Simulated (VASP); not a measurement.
# KF (Pm-3m) in VASP: a series of runs

KF is run at these levels: PBE; tasks: single point.

All numbers are computed with VASP 6.6.1; they aren't measurements. Logs are shortened: lines on timing, memory, paths and dates and some standing lists are left out, and cuts for length are marked.

## (1) The cell of the first run

The structure is cubic, space group Pm-3m (No. 221). Conventional cell: a = 3.192 Å, b = 3.192 Å, c = 3.192 Å, α = 90.00°, β = 90.00°, γ = 90.00°. Within 3.6 Å of K (site symmetry m-3m) lie 8 F at 2.76 Å and 6 K at 3.19 Å. Within 3.6 Å of F (site symmetry m-3m) lie 8 K at 2.76 Å and 6 F at 3.19 Å.

## (2) Single point, PBE, non-collinear spin, typed start (16.27 Å³/atom)

Input file INCAR:

```
SYSTEM = KF
PREC = Accurate
ENCUT = 520
EDIFF = 1E-6
ISMEAR = -1
SIGMA = 0.1
LREAL = .False.
LASPH = .True.
NELM = 150
ALGO = Normal
ISIF = 2
LWAVE = .False.
LCHARG = .False.
LNONCOLLINEAR = .True.
MAGMOM = -0.036 0.113 0.308 0 0 0
LORBIT = 11
GGA = PE
NBANDS = 28
```

Input file KPOINTS:

```
regular mesh
0
Gamma
  6 6 6
  0 0 0
```

Input file POSCAR:

```
KF
1.0
    3.1924270469      0.0000000000      0.0000000000
    0.0000000000      3.1924270469      0.0000000000
    0.0000000000      0.0000000000      3.1924270469
K F
1 1
Direct
    0.0000000000      0.0000000000      0.0000000000
    0.5000000000      0.5000000000      0.5000000000
```

Potentials or basis: VASP PAW PBE potentials, release 64 (K_sv, F).

Started as:

```sh
> cat potpaw_PBE.64/K_sv/POTCAR potpaw_PBE.64/F/POTCAR > POTCAR
> mpirun -np 1 vasp_ncl > vasp.out
```

OUTCAR:

```text
SYSTEM = KF
   PREC = Accurate
   ENCUT = 520
   EDIFF = 1E-6
   ISMEAR = -1
   LREAL = .False.
   LASPH = .True.
   NELM = 150
   ISIF = 2
   LNONCOLLINEAR = .True.
   LORBIT = 11
   GGA = PE

 ion  position               nearest neighbor table
   1  0.000  0.000  0.000-   2 2.76   2 2.76   2 2.76   2 2.76   2 2.76   2 2.76   2 2.76   2 2.76

   2  0.500  0.500  0.500-   1 2.76   1 2.76   1 2.76   1 2.76   1 2.76   1 2.76   1 2.76   1 2.76

  LATTYP: Found a simple cubic cell.
 ALAT       =     3.1924270469

  Lattice vectors:

 A1 = (   3.1924270469,   0.0000000000,   0.0000000000)
 A2 = (   0.0000000000,   3.1924270469,   0.0000000000)
 A3 = (   0.0000000000,   0.0000000000,   3.1924270469)

Analysis of symmetry for initial positions (statically):
=====================================================================
 Subroutine PRICEL returns:
 Original cell was already a primitive cell.

 Routine SETGRP: Setting up the symmetry group for a
 simple cubic supercell.

 Subroutine GETGRP returns: Found 48 space group operations
 (whereof 48 operations were pure point group operations)
 out of a pool of 48 trial point group operations.

The static configuration has the point symmetry O_h .

Analysis of symmetry for dynamics (positions and initial velocities):
=====================================================================
 Subroutine PRICEL returns:
 Original cell was already a primitive cell.

 Routine SETGRP: Setting up the symmetry group for a
 simple cubic supercell.

 Subroutine GETGRP returns: Found 48 space group operations
 (whereof 48 operations were pure point group operations)
 out of a pool of 48 trial point group operations.

The dynamic configuration has the point symmetry O_h .

Analysis of structural, dynamic, and magnetic symmetry:
=====================================================================
 Subroutine PRICEL returns:
 Original cell was already a primitive cell.

 Routine SETGRP: Setting up the symmetry group for a
 simple cubic supercell.

 Subroutine GETGRP returns: Found  2 space group operations
 (whereof  2 operations were pure point group operations)
 out of a pool of 48 trial point group operations.

The overall configuration has the point symmetry S_2 .

 Subroutine INISYM returns: Found  2 space group operations
 (whereof  2 operations are pure point group operations),
 and found     1 'primitive' translations

----------------------------------------------------------------------------------------

                                     Primitive cell

  volume of cell :      32.5359

  direct lattice vectors                    reciprocal lattice vectors
     3.192427047  0.000000000  0.000000000     0.313241301  0.000000000  0.000000000
     0.000000000  3.192427047  0.000000000     0.000000000  0.313241301  0.000000000
     0.000000000  0.000000000  3.192427047     0.000000000  0.000000000  0.313241301

  length of vectors
     3.192427047  3.192427047  3.192427047     0.313241301  0.313241301  0.313241301

  position of ions in fractional coordinates (direct lattice)
     0.000000000  0.000000000  0.000000000
     0.500000000  0.500000000  0.500000000

  ion indices of the primitive-cell ions
   primitive index   ion index
                 1           1
                 2           2

----------------------------------------------------------------------------------------

 KPOINTS: regular mesh

Automatic generation of k-mesh.
 Grid dimensions read from file:
 generate k-points for:    6    6    6

 Generating k-lattice:

  Cartesian coordinates                     Fractional coordinates (reciprocal lattice)
     0.052206883  0.000000000  0.000000000     0.166666667  0.000000000  0.000000000
     0.000000000  0.052206883  0.000000000     0.000000000  0.166666667  0.000000000
     0.000000000  0.000000000  0.052206883     0.000000000  0.000000000  0.166666667

  Length of vectors
     0.052206883  0.052206883  0.052206883

  Shift w.r.t. Gamma in fractional coordinates (k-lattice)
     0.000000000  0.000000000  0.000000000

 Subroutine IBZKPT returns following result:
 ===========================================

 Found    112 irreducible k-points:

 Following reciprocal coordinates:
            Coordinates               Weight
  0.000000  0.000000  0.000000      1.000000
  0.166667  0.000000  0.000000      2.000000
  0.000000  0.166667  0.000000      2.000000
  0.000000  0.000000  0.166667      2.000000
  0.333333  0.000000  0.000000      2.000000
  0.000000  0.333333  0.000000      2.000000
[... 16 lines left out ...]
  0.000000 -0.333333  0.166667      2.000000
 -0.166667  0.000000  0.333333      2.000000
 [... further k-points ...]
   k-points           NKPTS =    112   k-points in BZ     NKDIM =    112   number of bands    NBANDS=     28
   number of dos      NEDOS =    301   number of ions     NIONS =      2
   total plane-waves  NPLWV =  13824
   dimension x,y,z NGX =    24 NGY =   24 NGZ =   24
   dimension x,y,z NGXF=    48 NGYF=   48 NGZF=   48
   ions per type =               1   1
   NGX,Y,Z   is equivalent  to a cutoff of  12.50, 12.50, 12.50 a.u.
   NGXF,Y,Z  is equivalent  to a cutoff of  25.00, 25.00, 25.00 a.u.
 SYSTEM =  KF
   PREC   = accura    normal or accurate (medium, high low for compatibility)
   ISTART =      0    job   : 0-new  1-cont  2-samecut
   ICHARG =      2    charge: 1-file 2-atom 10-const
   ISPIN  =      1    spin polarized calculation?
   LNONCOLLINEAR =      T non collinear calculations
   LSORBIT =      F    spin-orbit coupling
   LASPH  =      T    aspherical Exc in radial PAW
   ENCUT  =  520.0 eV  38.22 Ry    6.18 a.u.   5.94  5.94  5.94*2*pi/ulx,y,z
   NELM   =    150;   NELMIN=  2; NELMDL= -5     # of ELM steps
   EDIFF  = 0.1E-05   stopping-criterion for ELM
   LREAL  =      F    real-space projection
   EDIFFG = 0.1E-04   stopping-criterion for IOM
   NSW    =      0    number of steps for IOM
   IBRION =     -1    ionic relax: 0-MD 1-quasi-New 2-CG
   NFREE  =      0    steps in history (QN), initial steepest desc. (CG)
   ISIF   =      2    stress and relaxation
   ISYM   =      2    0-nonsym 1-usesym 2-fastsym
   POTIM  = 0.5000    time-step for ionic-motion
   TEBEG  =    0.0;   TEEND  =   0.0 temperature during run
   PSTRESS=    0.0 pullay stress
   NELECT =      16.0000    total number of electrons
   NUPDOWN=      -1.0000    fix difference up-down
   EMIN   =  10.00;   EMAX   =-10.00  energy-range for DOS
   EFERMI =   0.00;   METHOD = LEGACY
   ISMEAR =    -1;   SIGMA  =   0.10  broadening in eV -4-tet -1-fermi 0-gaus
   EFERMI_NEDOS =   21; number of points for ismear=-14 and -15
   IALGO  =     38    algorithm
   IMIX   =      4    mixing-type and parameters
     AMIX     =   0.40;   BMIX     =  1.00
     AMIX_MAG =   1.60;   BMIX_MAG =  1.00
  volume/ion in A,a.u.               =      16.27       109.78
  Fermi-wavevector in a.u.,A,eV,Ry     =   1.292192  2.441890 22.718480  1.669761
  Thomas-Fermi vector in A             =   2.423916
   LORBIT       =     11    0 simple, 1 ext, 2 COOP (PROOUT), +10 PAW based schemes
   GGA     = PE    functional components
   LHFCALC =     F    Hartree Fock is set to
   AEXX    =    0.0000 exact exchange contribution
   IVDW    =     0    specifies the selected vdW correction
   LEPSILON=     F    determine dielectric tensor
   LRPA    =     F    only Hartree local field effects (RPA)
  energy-cutoff  :      520.00
  volume of cell :       32.54
 maximum number of plane-waves:      1824
   NGX = 11   NGY = 11   NGZ = 11

 number of electron      15.9999985 magnetization      -0.0000198      0.0000620      0.0001691

 number of electron      15.9999985 magnetization       0.0000053     -0.0000167     -0.0000455

 Free energy of the ion-electron system (eV)
  ---------------------------------------------------
  ext. energy  EPLUGINS =         0.00000000
  ---------------------------------------------------
  free energy    TOTEN  =        -8.07592481 eV

  energy without entropy =       -8.07592481  energy(sigma->0) =       -8.07592481

 E-fermi :   0.5270     XC(G=0):  -9.3281

 val. band max:       -1.8367138560   @ k =   0.5000   0.5000   0.0000
 cond. band min:       4.8632351772   @ k =   0.0000   0.0000   0.0000
 fundamental gap:      6.6999490332
 Fermi energy:         0.5270163563

 k-point     1 :       0.0000    0.0000    0.0000
  band No.  band energies     occupation
      1     -28.7210      1.00000
      2     -28.7210      1.00000
      3     -20.7910      1.00000
      4     -20.7910      1.00000
      5     -11.6714      1.00000
      6     -11.6714      1.00000
[... 20 lines left out ...]
     27      12.3678      0.00000
     28      12.3678      0.00000

 k-point     2 :       0.1667    0.0000    0.0000
  band No.  band energies     occupation
      1     -28.6820      1.00000
      2     -28.6820      1.00000
      3     -20.8021      1.00000
      4     -20.8021      1.00000
      5     -11.8766      1.00000
      6     -11.8766      1.00000
[... 20 lines left out ...]
     27      12.4555      0.00000
     28      12.4555      0.00000

 k-point     3 :       0.0000    0.1667    0.0000
  band No.  band energies     occupation
      1     -28.6820      1.00000
      2     -28.6820      1.00000
      3     -20.8021      1.00000
      4     -20.8021      1.00000
      5     -11.8766      1.00000
      6     -11.8766      1.00000
[... 20 lines left out ...]
     27      12.4555      0.00000
     28      12.4555      0.00000

 k-point     4 :       0.0000    0.0000    0.1667
  band No.  band energies     occupation
      1     -28.6820      1.00000
      2     -28.6820      1.00000
      3     -20.8021      1.00000
      4     -20.8021      1.00000
      5     -11.8766      1.00000
      6     -11.8766      1.00000
[... 20 lines left out ...]
     27      12.4555      0.00000
     28      12.4555      0.00000

 k-point     5 :       0.3333    0.0000    0.0000
  band No.  band energies     occupation
      1     -28.6023      1.00000
      2     -28.6023      1.00000
      3     -20.8289      1.00000
      4     -20.8289      1.00000
      5     -12.2570      1.00000
      6     -12.2570      1.00000
[... 20 lines left out ...]
     27      12.6397      0.00000
     28      12.6398      0.00000

 k-point     6 :       0.0000    0.3333    0.0000
  band No.  band energies     occupation
      1     -28.6023      1.00000
      2     -28.6023      1.00000
      3     -20.8289      1.00000
      4     -20.8289      1.00000
      5     -12.2570      1.00000
      6     -12.2570      1.00000
[... 463 lines left out ...]
      5     -12.2795      1.00000
      6     -12.2795      1.00000
[... 20 lines left out ...]
     27      11.9549      0.00000
     28      11.9549      0.00000

 k-point    22 :       0.0000    0.1667    0.3333
  band No.  band energies     occupation
      1     -28.5688      1.00000
      2     -28.5687      1.00000
      3     -20.8054      1.00000
      4     -20.8053      1.00000
      5     -12.2795      1.00000
      6     -12.2795      1.00000
[... 20 lines left out ...]
     27      11.9549      0.00000
     28      11.9549      0.00000

 k-point    23 :       0.0000   -0.3333    0.1667
  band No.  band energies     occupation
      1     -28.5688      1.00000
      2     -28.5687      1.00000
      3     -20.8054      1.00000
      4     -20.8053      1.00000
      5     -12.2795      1.00000
      6     -12.2795      1.00000
[... 20 lines left out ...]
     27      11.9549      0.00000
     28      11.9549      0.00000

 k-point    24 :      -0.1667    0.0000    0.3333
  band No.  band energies     occupation
      1     -28.5688      1.00000
      2     -28.5687      1.00000
      3     -20.8054      1.00000
      4     -20.8053      1.00000
      5     -12.2795      1.00000
      6     -12.2795      1.00000
[... 20 lines left out ...]
     27      11.9549      0.00000
     28      11.9549      0.00000

 [... further k-points ...]
[... 5 lines left out ...]
  --------------------------------------------------------------------------------------
  -------------------------------------------------------------------------------------
  Total        0.4922703      0.4922716      0.4922677     -0.0000006      0.0000002      0.0000001
  in kB       24.2410419     24.2411056     24.2409120     -0.0000316      0.0000086      0.0000064
  external PRESSURE =      24.2410198 kB  Pullay stress =       0.0000000 kB

 VOLUME and BASIS-vectors are now :
 -----------------------------------------------------------------------------
  energy-cutoff  :      520.00
  volume of cell :       32.54
      direct lattice vectors                 reciprocal lattice vectors
     3.192427047  0.000000000  0.000000000     0.313241301  0.000000000  0.000000000
     0.000000000  3.192427047  0.000000000     0.000000000  0.313241301  0.000000000
     0.000000000  0.000000000  3.192427047     0.000000000  0.000000000  0.313241301

 POSITION                                       TOTAL-FORCE (eV/Angst)
 -----------------------------------------------------------------------------------
      0.00000      0.00000      0.00000         0.000000      0.000000      0.000000
      1.59621      1.59621      1.59621         0.000000      0.000000      0.000000
 -----------------------------------------------------------------------------------
    total drift:                                0.000000     -0.000000     -0.000000

  FREE ENERGIE OF THE ION-ELECTRON SYSTEM (eV)
  ---------------------------------------------------
  free  energy   TOTEN  =        -8.0759248140 eV

  energy  without entropy=       -8.0759248139  energy(sigma->0) =       -8.07592481

 total charge

# of ion       s       p       d       tot
------------------------------------------
    1        1.958   5.594   0.034   7.586
    2        1.730   4.353   0.000   6.084
--------------------------------------------------
tot          3.689   9.947   0.034  13.670

 magnetization (x)

# of ion       s       p       d       tot
------------------------------------------
    1        0.000   0.000  -0.000   0.000
    2       -0.000  -0.000   0.000  -0.000
--------------------------------------------------
tot          0.000   0.000  -0.000   0.000

 magnetization (y)

# of ion       s       p       d       tot
------------------------------------------
    1       -0.000  -0.000   0.000  -0.000
    2        0.000  -0.000   0.000  -0.000
--------------------------------------------------
tot         -0.000  -0.000   0.000  -0.000

 magnetization (z)

# of ion       s       p       d       tot
------------------------------------------
    1       -0.000  -0.000   0.000  -0.000
    2        0.000  -0.000   0.000  -0.000
--------------------------------------------------
tot         -0.000  -0.000   0.000  -0.000
```

Wall time 3.6 min (1 thread of Intel Xeon 8259CL, shared host); peak memory 0.29 GiB.

Results:

```
Free energy                                           : -8.0759 eV
Pressure                                              : 2.4 GPa
Band gap on the k mesh                                : 6.70 eV (least direct gap 6.74 eV)
Net moment                                            : 0.00 μB per cell
Valence electrons inside the program's atomic spheres : K 7.59; F 6.08
```

Levels at points of the mesh, in eV from the valence-band top:
| k point | band 13 | band 14 | band 15 | band 16 | band 17 | band 18 | band 19 | band 20 |
| --- | --- | --- | --- | --- | --- | --- | --- | --- |
| (0.00, 0.00, 0.00) | -0.04 | -0.04 | -0.04 | -0.04 | 6.70 | 6.70 | 8.36 | 8.36 |
| (0.50, 0.00, 0.00) | -0.18 | -0.18 | -0.18 | -0.18 | 9.41 | 9.41 | 9.77 | 9.77 |
| (0.00, 0.50, 0.00) | -0.18 | -0.18 | -0.18 | -0.18 | 9.41 | 9.41 | 9.77 | 9.77 |
| (0.00, 0.00, 0.50) | -0.18 | -0.18 | -0.18 | -0.18 | 9.41 | 9.41 | 9.77 | 9.77 |
| (0.50, 0.50, 0.00) | -0.63 | -0.63 | 0.00 | 0.00 | 8.63 | 8.63 | 9.19 | 9.19 |
| (0.00, 0.50, 0.50) | -0.63 | -0.63 | 0.00 | 0.00 | 8.63 | 8.63 | 9.19 | 9.19 |
| (0.50, 0.00, 0.50) | -0.63 | -0.63 | 0.00 | 0.00 | 8.63 | 8.63 | 9.19 | 9.19 |
| (0.50, 0.50, 0.50) | -1.14 | -1.14 | -1.14 | -1.14 | 10.72 | 10.72 | 10.72 | 10.72 |

Moments on the atoms (μB; x, y, z):
```
K   0.00 0.00 0.00
F   0.00 0.00 0.00
```

A k mesh can miss the band edges.

(Continued in part 2 of 3.)
